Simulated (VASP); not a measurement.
Input of a VASP 6.6.1 run:

File INCAR:

```
SYSTEM = Ge5W
ALGO = Normal
EDIFF = 1E-7
ENCUT = 520
GGA = PE
ISIF = 2
ISMEAR = 0
LASPH = .True.
LCHARG = .True.
LELF = .True.
LREAL = .False.
LVHAR = .True.
LWAVE = .False.
NBANDS = 51
NELM = 80
PREC = Accurate
SIGMA = 0.1
```

File KPOINTS:

```
k-points
0
Gamma
  12 12 8
  0 0 0
```

The input POSCAR:

```
Ge5W
1.0
    5.0373051544      0.0000000027      0.0000000000
   -2.5186525795      4.3624342290      0.0000000000
    0.0000000000      0.0000000000      5.2554861503
Ge W
5 1
Direct
    0.3333333333      0.6666666667      0.0000000000
    0.6666666667      0.3333333333      0.0000000000
    0.5000000000      0.0000000000      0.5000000000
    0.5000000000      0.5000000000      0.5000000000
    0.0000000000      0.5000000000      0.5000000000
    0.0000000000      0.0000000000      0.0000000000
```

Potentials or basis: VASP PAW PBE potentials, release 64 (Ge_d, W_sv).

Run with:

```sh
$ cat potpaw_PBE.64/Ge_d/POTCAR potpaw_PBE.64/W_sv/POTCAR > POTCAR
$ mpirun -np 1 vasp_std > vasp.out
```

(1) Estimate the pressure.

(2) Predict the band gap on the k mesh.

## Answers

(1) 0.0 GPa.

(2) zero (bands 42 and 43 overlap by 1.08 eV).

Caveat: spin-orbit coupling is left out, which moves the levels of the heavy elements.
